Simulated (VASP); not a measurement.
A run of VASP 6.6.1 is set up as follows.

File INCAR:

```
PREC = Accurate
ENCUT = 520
EDIFF = 1E-6
ISMEAR = 0
SIGMA = 0.02
LREAL = F
LASPH = T
NELM = 80
ALGO = Normal
ISIF = 2
LWAVE = F
LCHARG = T
LELF = T
LVHAR = T
NBANDS = 20
```

File KPOINTS:

```
Automatic mesh
0
Gamma
  12 12 2
```

File POSCAR:

```
Te2Mo
1.0
    3.3625515802      0.0000000000      0.0000000000
   -1.6812757901      2.9120550900      0.0000000000
    0.0000000000      0.0000000000     17.8352956048
Te Mo
2 1
Direct
    0.3333333333      0.6666666667      0.8969856804
    0.3333333333      0.6666666667      0.1030143196
    0.0000000000      0.0000000000      0.0000000000
```

Potentials or basis: VASP PAW LDA potentials, release 64 (Te, Mo_sv).

Run with:

```console
$ cat potpaw_LDA.64/Te/POTCAR potpaw_LDA.64/Mo_sv/POTCAR > POTCAR
$ mpirun -np 1 vasp_std > vasp.out
```

(1) Estimate the band gap on the k mesh.

(2) Estimate the largest force.

Results:

(1) 1.05 eV, indirect (least direct gap 1.49 eV).

(2) 0.057 eV/Å.

Caveat: the cell differs from its parent crystal (biaxial strain in the a-b plane: -3.0 %, then relaxed in part); spin-orbit coupling is left out, which moves the levels of the heavy elements.
